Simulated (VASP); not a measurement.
# AlN (Imm2) in VASP: further runs

Runs on AlN. Level: PBE. Tasks: single point.

Everything below comes from runs of VASP 6.6.1. Logs are shortened: lines on timing, memory, paths and dates and some standing lists are left out, and cuts for length are marked.

## Step 1: The cell of the first run

The structure is orthorhombic, space group Imm2 (No. 44). The conventional cell has a = 2.818 Å, b = 3.206 Å, c = 9.951 Å, α = 90.00°, β = 90.00°, γ = 90.00°. Within 2.5 Å of Al (site symmetry mm2) lie 4 N at 1.88 to 1.93 Å. Al (site symmetry mm2) has 4 N at 1.93 to 1.94 Å and 1 Al at 2.59 Å within 2.6 Å. N (site symmetry mm2) has 4 Al at 1.93 Å within 2.6 Å. N (site symmetry mm2) has 4 Al at 1.88 to 1.94 Å within 2.5 Å.

## Step 2: Single point, PBE

Input file INCAR:

```
PREC = Accurate
ENCUT = 520
EDIFF = 1E-6
ISMEAR = 0
SIGMA = 0.02
LREAL = F
LASPH = T
NELM = 80
ALGO = Normal
ISIF = 2
LWAVE = F
LCHARG = F
GGA = PE
NBANDS = 16
```

Input file KPOINTS:

```
Automatic mesh
0
Gamma
  16 16 16
```

Input file POSCAR:

```
AlN
1.0
   -1.4088405708      1.6032379617      4.9753813402
    1.4088405708     -1.6032379617      4.9753813402
    1.4088405708      1.6032379617     -4.9753813402
Al N
2 2
Direct
    0.5556279262      0.5556279262      0.0000000000
    0.8156092586      0.8156092586      0.0000000000
    0.9476148641      0.4476148641      0.5000000000
    0.6811479513      0.1811479513      0.5000000000
```

Potentials or basis: VASP PAW PBE potentials, release 64 (Al, N).

On the command line:

```bash
> cat potpaw_PBE.64/Al/POTCAR potpaw_PBE.64/N/POTCAR > POTCAR
> mpirun -np 1 vasp_std > vasp.out
```

OUTCAR:

```text
PREC = Accurate
   ENCUT = 520
   EDIFF = 1E-6
   ISMEAR = 0
   LREAL = F
   LASPH = T
   NELM = 80
   ISIF = 2
   GGA = PE

 ion  position               nearest neighbor table
   1  0.556  0.556  0.000-   4 1.88   4 1.88   3 1.93   3 1.93   2 2.59   2 3.20   2 3.20   2 3.20
                             2 3.20
   2  0.816  0.816  0.000-   3 1.93   3 1.93   4 1.94   4 1.94   1 2.59   1 3.20   1 3.20   1 3.20
                             1 3.20
   3  0.948  0.448  0.500-   2 1.93   2 1.93   1 1.93   1 1.93
   4  0.681  0.181  0.500-   1 1.88   1 1.88   2 1.94   2 1.94

  LATTYP: Found a body centered orthorhombic cell.
 ALAT       =     2.8176811416
 B/A-ratio  =     1.1379839529
 C/A-ratio  =     3.5315432018

  Lattice vectors:

 A1 = (  -1.4088405708,   1.6032379617,   4.9753813402)
 A2 = (   1.4088405708,  -1.6032379617,   4.9753813402)
 A3 = (   1.4088405708,   1.6032379617,  -4.9753813402)

Analysis of symmetry for initial positions (statically):
=====================================================================
 Subroutine PRICEL returns:
 Original cell was already a primitive cell.

 Routine SETGRP: Setting up the symmetry group for a
 body centered orthorhombic supercell.

 Subroutine GETGRP returns: Found  4 space group operations
 (whereof  4 operations were pure point group operations)
 out of a pool of  8 trial point group operations.

The static configuration has the point symmetry C_2v.

Analysis of symmetry for dynamics (positions and initial velocities):
=====================================================================
 Subroutine PRICEL returns:
 Original cell was already a primitive cell.

 Routine SETGRP: Setting up the symmetry group for a
 body centered orthorhombic supercell.

 Subroutine GETGRP returns: Found  4 space group operations
 (whereof  4 operations were pure point group operations)
 out of a pool of  8 trial point group operations.

The dynamic configuration has the point symmetry C_2v.

 Subroutine INISYM returns: Found  4 space group operations
 (whereof  4 operations are pure point group operations),
 and found     1 'primitive' translations

----------------------------------------------------------------------------------------

                                     Primitive cell

  volume of cell :      44.9517

  direct lattice vectors                    reciprocal lattice vectors
[... 93 lines left out ...]
   EDIFFG = 0.1E-04   stopping-criterion for IOM
   NSW    =      0    number of steps for IOM
   IBRION =     -1    ionic relax: 0-MD 1-quasi-New 2-CG
   NFREE  =      0    steps in history (QN), initial steepest desc. (CG)
   ISIF   =      2    stress and relaxation
   ISYM   =      2    0-nonsym 1-usesym 2-fastsym
   POTIM  = 0.5000    time-step for ionic-motion
   TEBEG  =    0.0;   TEEND  =   0.0 temperature during run
   PSTRESS=    0.0 pullay stress
   NELECT =      16.0000    total number of electrons
   NUPDOWN=      -1.0000    fix difference up-down
   EMIN   =  10.00;   EMAX   =-10.00  energy-range for DOS
   EFERMI =   0.00;   METHOD = LEGACY
   ISMEAR =     0;   SIGMA  =   0.02  broadening in eV -4-tet -1-fermi 0-gaus
   EFERMI_NEDOS =   21; number of points for ismear=-14 and -15
   IALGO  =     38    algorithm
   IMIX   =      4    mixing-type and parameters
     AMIX     =   0.40;   BMIX     =  1.00
     AMIX_MAG =   1.60;   BMIX_MAG =  1.00
  volume/ion in A,a.u.               =      11.24        75.84
  Fermi-wavevector in a.u.,A,eV,Ry     =   1.160200  2.192460 18.314304  1.346063
  Thomas-Fermi vector in A             =   2.296785
   LORBIT       =      0    0 simple, 1 ext, 2 COOP (PROOUT), +10 PAW based schemes
   GGA     = PE    functional components
   LHFCALC =     F    Hartree Fock is set to
   AEXX    =    0.0000 exact exchange contribution
   IVDW    =     0    specifies the selected vdW correction
   LEPSILON=     F    determine dielectric tensor
   LRPA    =     F    only Hartree local field effects (RPA)
 non-spin polarized calculation
 Gauss-broadening in eV      SIGMA  =   0.02
  energy-cutoff  :      520.00
  volume of cell :       44.95
 maximum number of plane-waves:      1232
   NGX = 21   NGY = 21   NGZ = 21

 number of electron      16.0000000 magnetization

 Free energy of the ion-electron system (eV)
  ---------------------------------------------------
  ext. energy  EPLUGINS =         0.00000000
  ---------------------------------------------------
  free energy    TOTEN  =       -27.56150890 eV

  energy without entropy =      -27.56150890  energy(sigma->0) =      -27.56150890

 E-fermi :   6.7801     XC(G=0): -10.5721

 val. band max:        6.6442635098   @ k =  -0.2500   0.2500   0.2500
 cond. band min:       7.0079416404   @ k =   0.5000   0.5000   0.0000
 fundamental gap:      0.3636781306
 Fermi energy:         6.7800997417

 k-point     1 :       0.0000    0.0000    0.0000
  band No.  band energies     occupation
      1      -9.5312      2.00000
      2      -7.2819      2.00000
      3      -0.6466      2.00000
      4       3.7864      2.00000
      5       4.8537      2.00000
      6       5.1805      2.00000
[... 433 lines left out ...]
      3      -0.4558      2.00000
      4       2.9202      2.00000
      5       4.3480      2.00000
      6       4.7569      2.00000
[... 8 lines left out ...]
     15      18.3097      0.00000
     16      19.6563      0.00000

 [... further k-points ...]

------------------------ aborting loop because EDIFF is reached ----------------------------------------

  FORCE on cell =-STRESS in cart. coord.  units (eV):
  Direction    XX          YY          ZZ          XY          YZ          ZX
  --------------------------------------------------------------------------------------
  -------------------------------------------------------------------------------------
  Total       -0.0411822     -0.0676187     -0.0732760      0.0000000      0.0000000      0.0000000
  in kB       -1.4678232     -2.4100779     -2.6117164      0.0000000      0.0000000      0.0000000
  external PRESSURE =      -2.1632058 kB  Pullay stress =       0.0000000 kB

 VOLUME and BASIS-vectors are now :
 -----------------------------------------------------------------------------
  energy-cutoff  :      520.00
  volume of cell :       44.95
      direct lattice vectors                 reciprocal lattice vectors
    -1.408840571  1.603237962  4.975381340     0.000000000  0.311868863  0.100494810
     1.408840571 -1.603237962  4.975381340     0.354901761  0.000000000  0.100494810
     1.408840571  1.603237962 -4.975381340     0.354901761  0.311868863  0.000000000

 POSITION                                       TOTAL-FORCE (eV/Angst)
 -----------------------------------------------------------------------------------
      0.00000      0.00000      5.52892        -0.000000      0.000000      0.002075
      0.00000      0.00000      8.11593         0.000000      0.000000     -0.011362
     -0.00000      1.60324      4.45411        -0.000000     -0.000000      0.011718
      0.00000      1.60324      1.80256        -0.000000      0.000000     -0.002431
 -----------------------------------------------------------------------------------
    total drift:                               -0.000000     -0.000000     -0.000198

  FREE ENERGIE OF THE ION-ELECTRON SYSTEM (eV)
  ---------------------------------------------------
  free  energy   TOTEN  =       -27.5615089011 eV

  energy  without entropy=      -27.5615089011  energy(sigma->0) =      -27.56150890
```

stdout:

```text
POSCAR found type information on POSCAR AlN
 POSCAR found :  2 types and       4 ions
 scaLAPACK will be used
 LDA part: xc-table for (Slater+PW92), standard interpolation
 POSCAR, INCAR and KPOINTS ok, starting setup
 FFT: planning ... GRIDC
 FFT: planning ... GRID_SOFT
 FFT: planning ... GRID
 WAVECAR not read
 entering main loop
```

Wall time 9.8 min (1 thread of Intel Xeon Platinum 8375C at 2.90GHz (Ice Lake), shared host); peak memory 0.52 GiB.

What came out:

```yaml
Free_energy: -27.5615 eV
Pressure: -0.2 GPa
Largest_force: 0.012 eV/Å
Band_gap_on_the_k_mesh: 0.36 eV, indirect (least direct gap 1.35 eV)
```

Forces on the atoms (eV/Å):
```
Al   0.000  0.000  0.002
Al   0.000  0.000 -0.011
N    0.000  0.000  0.012
N    0.000  0.000 -0.002
```

Levels at points of the mesh, in eV from the valence-band top:
| k point | band 4 | band 5 | band 6 | band 7 | band 8 | band 9 | band 10 | band 11 | band 12 | band 13 |
| --- | --- | --- | --- | --- | --- | --- | --- | --- | --- | --- |
| (0.00, 0.00, 0.00) | -2.86 | -1.79 | -1.46 | -1.18 | -0.92 | 0.43 | 4.41 | 8.18 | 9.13 | 9.71 |
| (0.50, 0.00, 0.00) | -5.74 | -3.48 | -2.30 | -1.62 | -0.57 | 2.78 | 6.48 | 7.20 | 8.24 | 9.94 |
| (0.00, 0.50, 0.00) | -6.28 | -4.23 | -2.13 | -2.02 | 0.00 | 2.88 | 6.02 | 6.72 | 8.28 | 8.71 |
| (0.50, 0.50, 0.00) | -4.95 | -4.52 | -4.51 | -2.11 | -1.84 | 0.36 | 4.23 | 5.82 | 7.61 | 8.10 |
| (0.50, 0.50, 0.50) | -4.04 | -3.09 | -1.94 | -0.75 | -0.71 | 1.37 | 4.59 | 6.29 | 8.57 | 8.64 |

A k mesh can miss the band edges.

## Step 3: Single point, PBE

This run uses another cell than the first one, of 9.11 Å³/atom, 0.811 times its volume.

Input file INCAR:

```
PREC = Accurate
ENCUT = 520
EDIFF = 1E-7
ISMEAR = 0
SIGMA = 0.1
LREAL = False
LASPH = True
NELM = 80
ALGO = Normal
ISIF = 2
LWAVE = False
LCHARG = False
GGA = PE
NBANDS = 16
```

Input file KPOINTS:

```
regular mesh
0
Gamma
  8 8 8
```

Input file POSCAR:

```
AlN
1.0
   -1.3089251800      1.4058367800      4.9528860800
    1.3089251800     -1.4058367800      4.9528860800
    1.3089251800      1.4058367800     -4.9528860800
Al N
2 2
Direct
    0.4386600000      0.4386600000      0.0000000000
    0.1882499900      0.1882499900      0.0000000000
    0.0613400000      0.5613400000      0.5000000000
    0.3117500100      0.8117500100      0.5000000000
```

Potentials or basis: VASP PAW PBE potentials, release 64 (Al, N).

On the command line:

```bash
> cat potpaw_PBE.64/Al/POTCAR potpaw_PBE.64/N/POTCAR > POTCAR
> mpirun -np 1 vasp_std > vasp.out
```

It took 99 s on 1 thread of Intel Xeon Platinum 8488C (Sapphire Rapids), shared host; peak memory 0.25 GiB.

Results (log left out):

```yaml
Free_energy: -26.2253 eV
Pressure: 46.4 GPa
Largest_force: 2.244 eV/Å
Band_gap_on_the_k_mesh: zero (band 8 reaches 9.29 eV, above the bottom of band 9 at 9.20 eV)
```

Forces in eV/Å, atoms in the order of the input:
```
Al   0.000  0.000  1.654
Al   0.000  0.000 -1.560
N    0.000  0.000 -2.244
N    0.000  0.000  2.151
```

Stress tensor (GPa, compression positive):
```
62.83  0.00  0.00
 0.00 43.32  0.00
 0.00  0.00 33.19
```

Levels at points of the mesh, in eV from the Fermi level:
| k point | band 6 | band 7 | band 8 | band 9 | band 10 | band 11 |
| --- | --- | --- | --- | --- | --- | --- |
| (0.00, 0.00, 0.00) | -2.04 | -1.34 | -0.81 | 1.17 | 4.87 | 6.96 |
| (0.50, 0.00, 0.00) | -3.26 | -1.87 | -0.25 | 2.38 | 6.66 | 7.94 |
| (0.00, 0.50, 0.00) | -3.11 | -1.17 | -0.01 | 2.81 | 6.13 | 7.51 |
| (0.50, 0.50, 0.00) | -5.21 | -3.25 | -2.74 | -0.10 | 3.46 | 6.02 |
| (0.50, 0.50, 0.50) | -2.33 | -0.89 | -0.71 | 1.79 | 5.74 | 6.18 |

Caveat: the k points lie up to 0.41 Å⁻¹ apart; forces of over 1 eV/Å act on the atoms, so gaps and moduli don't describe the material at rest.
